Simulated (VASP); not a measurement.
# Si (I4/mmm) in VASP: notebook

Si is run at these levels: PBE0, HSE06, PBE-based screened hybrid with 25 % exact exchange; tasks: single point.

All numbers are computed with VASP 6.6.1; they aren't measurements. Logs are shortened: lines on timing, memory, paths and dates and some standing lists are left out, and cuts for length are marked.

## (1) The cell of the first run

It takes space group I4/mmm (No. 139, tetragonal). Conventional cell: a = 3.318 Å, b = 3.318 Å, c = 2.692 Å, α = 90.00°, β = 90.00°, γ = 90.00°. Si (site symmetry 4/mmm) has 14 Si at 2.69 to 3.32 Å within 3.6 Å.

## (2) Single point, PBE0

POSCAR

```
Si
1.0
   -1.6588233236      1.6588233236      1.3462252449
    1.6588233236     -1.6588233236      1.3462252449
    1.6588233236      1.6588233236     -1.3462252449
Si
1
Direct
    0.0000000000      0.0000000000      0.0000000000
```

INCAR.step1

```
SYSTEM = Si
  PREC = Accurate
  ENCUT = 520
  EDIFF = 1E-5
  ISMEAR = -1
  SIGMA = 0.05
  LREAL = .FALSE.
  LASPH = .TRUE.
  NELM = 60
  ALGO = Normal
  ISIF = 2
  LWAVE = .TRUE.
  LCHARG = .FALSE.
  NBANDS = 8
  GGA = PE
```

INCAR.step2

```
SYSTEM = Si
  PREC = Accurate
  ENCUT = 520
  EDIFF = 1E-6
  ISMEAR = -1
  SIGMA = 0.05
  LREAL = .FALSE.
  LASPH = .TRUE.
  NELM = 60
  ALGO = Normal
  ISIF = 2
  LWAVE = .FALSE.
  LCHARG = .FALSE.
  GGA = PE
  LHFCALC = .TRUE.
  AEXX = 0.25
  PRECFOCK = Normal
  NBANDS = 8
  ISTART = 1
```

KPOINTS

```
Automatic mesh
0
G
  8 8 8
  0 0 0
```

Potentials or basis: VASP PAW PBE potentials, release 64 (Si).

Command:

```sh
cat potpaw_PBE.64/Si/POTCAR > POTCAR
cp INCAR.step1 INCAR
mpirun -np 1 vasp_std > vasp.out
cp INCAR.step2 INCAR
mpirun -np 1 vasp_std > vasp.out
```

OUTCAR:

```text
SYSTEM = Si
   PREC = Accurate
   ENCUT = 520
   EDIFF = 1E-6
   ISMEAR = -1
   LREAL = .FALSE.
   LASPH = .TRUE.
   NELM = 60
   ISIF = 2
   GGA = PE
   LHFCALC = .TRUE.
   AEXX = 0.25
   PRECFOCK = Normal
   ISTART = 1

 ion  position               nearest neighbor table
   1  0.000  0.000  0.000-

  LATTYP: Found a body centered tetragonal cell.
 ALAT       =     3.3176466472
 C/A-ratio  =     0.8115543263

  Lattice vectors:

 A1 = (  -1.6588233236,   1.6588233236,   1.3462252449)
 A2 = (   1.6588233236,  -1.6588233236,   1.3462252449)
 A3 = (   1.6588233236,   1.6588233236,  -1.3462252449)

Analysis of symmetry for initial positions (statically):
=====================================================================
 Subroutine PRICEL returns:
 Original cell was already a primitive cell.

 Routine SETGRP: Setting up the symmetry group for a
 body centered tetragonal supercell.

 Subroutine GETGRP returns: Found 16 space group operations
 (whereof 16 operations were pure point group operations)
 out of a pool of 16 trial point group operations.

The static configuration has the point symmetry D_4h.

Analysis of symmetry for dynamics (positions and initial velocities):
=====================================================================
 Subroutine PRICEL returns:
 Original cell was already a primitive cell.

 Routine SETGRP: Setting up the symmetry group for a
 body centered tetragonal supercell.

 Subroutine GETGRP returns: Found 16 space group operations
 (whereof 16 operations were pure point group operations)
 out of a pool of 16 trial point group operations.

The dynamic configuration has the point symmetry D_4h.

 Subroutine INISYM returns: Found 16 space group operations
 (whereof 16 operations are pure point group operations),
 and found     1 'primitive' translations

----------------------------------------------------------------------------------------

                                     Primitive cell

  volume of cell :      14.8176

  direct lattice vectors                    reciprocal lattice vectors
    -1.658823324  1.658823324  1.346225245     0.000000000  0.301418477  0.371408872
     1.658823324 -1.658823324  1.346225245     0.301418477  0.000000000  0.371408872
     1.658823324  1.658823324 -1.346225245     0.301418477  0.301418477  0.000000000

  length of vectors
     2.704757299  2.704757299  2.704757299     0.478327972  0.478327972  0.426270098

  position of ions in fractional coordinates (direct lattice)
     0.000000000  0.000000000  0.000000000

  ion indices of the primitive-cell ions
   primitive index   ion index
                 1           1

----------------------------------------------------------------------------------------

 KPOINTS: Automatic mesh

Automatic generation of k-mesh.
 Grid dimensions read from file:
 generate k-points for:    8    8    8

 Generating k-lattice:

  Cartesian coordinates                     Fractional coordinates (reciprocal lattice)
     0.000000000  0.037677310  0.046426109     0.125000000  0.000000000 -0.000000000
     0.037677310  0.000000000  0.046426109     0.000000000  0.125000000 -0.000000000
     0.037677310  0.037677310  0.000000000     0.000000000  0.000000000  0.125000000

  Length of vectors
     0.059790996  0.059790996  0.053283762

  Shift w.r.t. Gamma in fractional coordinates (k-lattice)
     0.000000000  0.000000000  0.000000000

 Subroutine IBZKPT returns following result:
 ===========================================

 Found     59 irreducible k-points:

 Following reciprocal coordinates:
            Coordinates               Weight
  0.000000  0.000000  0.000000      1.000000
  0.125000  0.000000  0.000000      8.000000
  0.250000  0.000000  0.000000      8.000000
  0.375000 -0.000000  0.000000      8.000000
  0.500000  0.000000  0.000000      4.000000
  0.125000  0.125000  0.000000      8.000000
[... 16 lines left out ...]
  0.250000  0.125000  0.125000     16.000000
  0.375000  0.125000  0.125000      8.000000
 [... further k-points ...]
   k-points           NKPTS =     59   k-points in BZ     NKDIM =    512   number of bands    NBANDS=      8
   number of dos      NEDOS =    301   number of ions     NIONS =      1
   total plane-waves  NPLWV =   8000
   dimension x,y,z NGX =    20 NGY =   20 NGZ =   20
   dimension x,y,z NGXF=    40 NGYF=   40 NGZF=   40
   ions per type =               1
   NGX,Y,Z   is equivalent  to a cutoff of  12.29, 12.29, 12.29 a.u.
   NGXF,Y,Z  is equivalent  to a cutoff of  24.59, 24.59, 24.59 a.u.
 SYSTEM =  Si
   PREC   = accura    normal or accurate (medium, high low for compatibility)
   ISTART =      1    job   : 0-new  1-cont  2-samecut
   ICHARG =      0    charge: 1-file 2-atom 10-const
   ISPIN  =      1    spin polarized calculation?
   LNONCOLLINEAR =      F non collinear calculations
   LSORBIT =      F    spin-orbit coupling
   LASPH  =      T    aspherical Exc in radial PAW
   ENCUT  =  520.0 eV  38.22 Ry    6.18 a.u.   5.03  5.03  5.03*2*pi/ulx,y,z
   NELM   =     60;   NELMIN=  2; NELMDL=  0     # of ELM steps
   EDIFF  = 0.1E-05   stopping-criterion for ELM
   LREAL  =      F    real-space projection
   EDIFFG = 0.1E-04   stopping-criterion for IOM
   NSW    =      0    number of steps for IOM
   IBRION =     -1    ionic relax: 0-MD 1-quasi-New 2-CG
   NFREE  =      0    steps in history (QN), initial steepest desc. (CG)
   ISIF   =      2    stress and relaxation
   ISYM   =      3    0-nonsym 1-usesym 2-fastsym
   POTIM  = 0.5000    time-step for ionic-motion
   TEBEG  =    0.0;   TEEND  =   0.0 temperature during run
   PSTRESS=    0.0 pullay stress
   NELECT =       4.0000    total number of electrons
   NUPDOWN=      -1.0000    fix difference up-down
   EMIN   =  10.00;   EMAX   =-10.00  energy-range for DOS
   EFERMI =   0.00;   METHOD = LEGACY
   ISMEAR =    -1;   SIGMA  =   0.05  broadening in eV -4-tet -1-fermi 0-gaus
   EFERMI_NEDOS =   21; number of points for ismear=-14 and -15
   IALGO  =     38    algorithm
   IMIX   =      1    mixing-type and parameters
     AMIX     =   0.40;   BMIX     =  1.00
     AMIX_MAG =   1.60;   BMIX_MAG =  1.00
  volume/ion in A,a.u.               =      14.82        99.99
  Fermi-wavevector in a.u.,A,eV,Ry     =   1.058040  1.999406 15.231029  1.119449
  Thomas-Fermi vector in A             =   2.193335
   LORBIT       =      0    0 simple, 1 ext, 2 COOP (PROOUT), +10 PAW based schemes
   GGA     = PE    functional components
   LHFCALC =     T    Hartree Fock is set to
   PRECFOCK=normal    Normal, Fast or Accurate (Low or Medium for compatibility)
   ENCUT4O =  -1.0   cutoff for four orbital integrals eV
   NKREDX  =     1    reduce k-point grid by
   NKREDY  =     1    reduce k-point grid by
   NKREDZ  =     1    reduce k-point grid by
   AEXX    =    0.2500 exact exchange contribution
   HFSCREEN=    0.0000 screening length (either q_TF or 0.3 A-1)
   HFSCREENC=   0.0000 screening length for correlation (either q_TF or 0.3 A-1)
   ENCUTFOCK=  -1.0 apply spherical cutoff to Coloumb kernel
   IVDW    =     0    specifies the selected vdW correction
   LEPSILON=     F    determine dielectric tensor
   LRPA    =     F    only Hartree local field effects (RPA)
 non-spin polarized calculation
  energy-cutoff  :      520.00
  volume of cell :       14.82
 maximum number of plane-waves:       410
  NGX = 16; NGY = 16; NGZ = 16

 number of electron       4.0000000 magnetization

 Free energy of the ion-electron system (eV)
  ---------------------------------------------------
  ext. energy  EPLUGINS =         0.00000000
  ---------------------------------------------------
  free energy    TOTEN  =        -6.18390564 eV

  energy without entropy =       -6.18388039  energy(sigma->0) =       -6.18389302

 E-fermi :  10.0480     XC(G=0):  -8.7268

 val. band max:        9.7361988328   @ k =  -0.2500   0.2500   0.0000
 cond. band min:      10.3982471108   @ k =   0.3750   0.3750   0.0000
 fundamental gap:      0.6620482780
 Fermi energy:        10.0479901775

 k-point     1 :       0.0000    0.0000    0.0000
  band No.  band energies     occupation
      1      -6.7061      2.00000
      2      20.5695      0.00000
      3      20.8050      0.00000
      4      20.8050      0.00000
      5      23.9929      0.00000
      6      24.5311      0.00000
      7      26.3330      0.00000
      8      26.3330      0.00000

 k-point     2 :       0.1250    0.0000    0.0000
  band No.  band energies     occupation
      1      -6.1315      2.00000
      2      18.0675      0.00000
      3      19.5996      0.00000
      4      20.3481      0.00000
      5      22.6975      0.00000
      6      24.9196      0.00000
      7      25.3918      0.00000
      8      26.6719      0.00000

 k-point     3 :       0.2500    0.0000    0.0000
  band No.  band energies     occupation
      1      -4.4102      2.00000
      2      14.2032      0.00000
      3      16.3277      0.00000
      4      18.2409      0.00000
      5      20.1800      0.00000
      6      22.5725      0.00000
      7      28.3085      0.00000
      8      29.2617      0.00000

 k-point     4 :       0.3750   -0.0000    0.0000
  band No.  band energies     occupation
      1      -1.5481      2.00000
      2       7.6795      2.00000
      3      15.4980      0.00000
      4      17.4422      0.00000
      5      18.0238      0.00000
      6      20.6848      0.00000
      7      28.8987      0.00000
      8      33.7166      0.00000

 k-point     5 :       0.5000    0.0000    0.0000
  band No.  band energies     occupation
      1       2.3713      2.00000
      2       2.5492      2.00000
      3      15.3380      0.00000
      4      17.1652      0.00000
      5      17.2289      0.00000
      6      19.9601      0.00000
      7      29.7332      0.00000
      8      32.1497      0.00000
[... 177 lines left out ...]
 k-point    22 :       0.1250    0.1250    0.1250
  band No.  band energies     occupation
      1      -3.5082      2.00000
      2      11.6038      0.00000
      3      14.4049      0.00000
      4      15.8546      0.00000
      5      24.0005      0.00000
      6      25.0860      0.00000
      7      27.8614      0.00000
      8      29.6373      0.00000

 k-point    23 :       0.2500    0.1250    0.1250
  band No.  band energies     occupation
      1      -0.6492      2.00000
      2       8.5143      2.00000
      3      10.9271      0.00000
      4      12.8072      0.00000
      5      23.9759      0.00000
      6      25.4790      0.00000
      7      29.6798      0.00000
      8      30.7685      0.00000

 k-point    24 :       0.3750    0.1250    0.1250
  band No.  band energies     occupation
      1       3.2467      2.00000
      2       3.4631      2.00000
      3      11.2842      0.00000
      4      11.3287      0.00000
      5      24.0275      0.00000
      6      24.8289      0.00000
      7      30.2767      0.00000
      8      33.2672      0.00000

 [... further k-points ...]

------------------------ aborting loop because EDIFF is reached ----------------------------------------

  FORCE on cell =-STRESS in cart. coord.  units (eV):
  Direction    XX          YY          ZZ          XY          YZ          ZX
  --------------------------------------------------------------------------------------
  -------------------------------------------------------------------------------------
  Total       -0.0936252     -0.0936252     -1.0440638      0.0000000      0.0000000      0.0000000
  in kB      -10.1233763    -10.1233763   -112.8910782      0.0000000      0.0000000      0.0000000
  external PRESSURE =     -44.3792769 kB  Pullay stress =       0.0000000 kB

 VOLUME and BASIS-vectors are now :
 -----------------------------------------------------------------------------
  energy-cutoff  :      520.00
  volume of cell :       14.82
      direct lattice vectors                 reciprocal lattice vectors
    -1.658823324  1.658823324  1.346225245     0.000000000  0.301418477  0.371408872
     1.658823324 -1.658823324  1.346225245     0.301418477  0.000000000  0.371408872
     1.658823324  1.658823324 -1.346225245     0.301418477  0.301418477  0.000000000

 POSITION                                       TOTAL-FORCE (eV/Angst)
 -----------------------------------------------------------------------------------
      0.00000      0.00000      0.00000         0.000000      0.000000      0.000000
 -----------------------------------------------------------------------------------
    total drift:                               -0.000000      0.000000     -0.000000

  FREE ENERGIE OF THE ION-ELECTRON SYSTEM (eV)
  ---------------------------------------------------
  free  energy   TOTEN  =        -6.1839056423 eV

  energy  without entropy=       -6.1838803895  energy(sigma->0) =       -6.18389302
```

Run time: 27 min. Hardware: 1 thread of AMD EPYC 7R13, shared host; peak memory 0.11 GiB.

Results:

```yaml
Free_energy: -6.1839 eV
Pressure: -4.4 GPa
Band_gap_on_the_k_mesh: zero (bands 2 and 3 overlap by 14.10 eV)
```

Caveat: the k points lie up to 0.38 Å⁻¹ apart, too coarse for converged energies and pressures of a metal; the PAW data sets were made with another functional, which shifts forces and pressure a little.

(Part 1 of 2 ends here.)
